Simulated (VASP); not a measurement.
## Gd: single point with PBE+U

The system is Gd.

```xyz
1
Lattice="-2.0250 2.0250 2.0250 2.0250 -2.0250 2.0250 2.0250 2.0250 -2.0250" Properties=species:S:1:pos:R:3 pbc="T T T"
Gd    0.0000    0.0000    0.0000
```

```
Program             : VASP 6.6.1
Task                : single point
Functional          : PBE
Potentials or basis : VASP PAW PBE potentials, release 64 (Gd)
Cutoff              : 520 eV
k mesh              : 11 × 11 × 11
Occupations         : fermi-dirac, width 0.03 eV
Spin                : collinear spin, ferromagnetic start
Starting moments    : [7.0] μB
Hubbard terms       : Gd f U = 8.0 eV
```

The pressure is 0.7 GPa and the net moment is 7.84 μB per cell. The site moments are Gd +7.14 μB. The valence electrons inside the program's atomic spheres are Gd 15.19.

Levels at points of the mesh, in eV from the Fermi level:
Spin up:
```csv
k point,band 11,band 12,band 13,band 14,band 15,band 16
"(0.00, 0.00, 0.00)",-8.88,-5.13,1.23,1.23,1.23,3.45
```
Spin down:
```csv
k point,band 2,band 3,band 4,band 5,band 6,band 7,band 8,band 9
"(0.00, 0.00, 0.00)",-19.99,-19.99,-19.99,-4.16,2.50,2.50,2.50,4.00
```

Eigenvalues of the final occupation matrices:
```tsv
site	spin	trace	eigenvalues
site 1 f	1	6.93	0.99 0.99 0.99 0.99 0.99 0.99 0.99
site 1 f	2	0.00	0.00 0.00 0.00 0.00 0.00 0.00 0.00
```

Run time: 98 s on 1 thread of AMD EPYC 7R43 64-Core Processor (Zen 3), with other jobs on the host, peak memory 0.18 GiB.

Caveat: spin-orbit coupling is left out, which moves the levels of the heavy elements. The state reached can hang on the start; a lower one may exist.
